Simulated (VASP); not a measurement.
A run of VASP 6.6.1 is set up as follows.

Contents of INCAR:

```
SYSTEM = Pd
PREC = Accurate ; ENCUT = 520
EDIFF = 1E-6 ; ISMEAR = 0
SIGMA = 0.15 ; LREAL = .False.
LASPH = .True. ; NELM = 100
ALGO = Fast ; ISIF = 2
LWAVE = .False. ; LCHARG = .False.
GGA = PE ; NBANDS = 28
```

Contents of KPOINTS:

```
Automatic mesh
0
Gamma
  18 18 6
  0 0 0
```

Contents of POSCAR:

```
Pd
1.0
    2.6129289554      0.0000000000      0.0000000000
   -1.3064644777      2.2628628537      0.0000000000
    0.0000000000      0.0000000000      9.1786947690
Pd
4
Direct
    0.0000000000      0.0000000000      0.0000000000
    0.3333333333      0.6666666667      0.2500000000
    0.0000000000      0.0000000000      0.5000000000
    0.6666666667      0.3333333333      0.7500000000
```

Potentials or basis: VASP PAW PBE potentials, release 64 (Pd).

Launch:

```sh
$ cat potpaw_PBE.64/Pd/POTCAR > POTCAR
$ mpirun -np 1 vasp_std > vasp.out
```

Predict the band gap on the k mesh.

zero (band 20 reaches 11.67 eV, above the bottom of band 21 at 10.50 eV).

Estimate the pressure.

29.9 GPa.

Stress tensor (GPa, compression positive):
```
35.46  0.00  0.00
 0.00 35.46  0.00
 0.00  0.00 18.64
```

Caveat: the cell differs from its parent crystal (strain -0.0600 x Voigt [1, 1, 0, 0, 0, 0]).
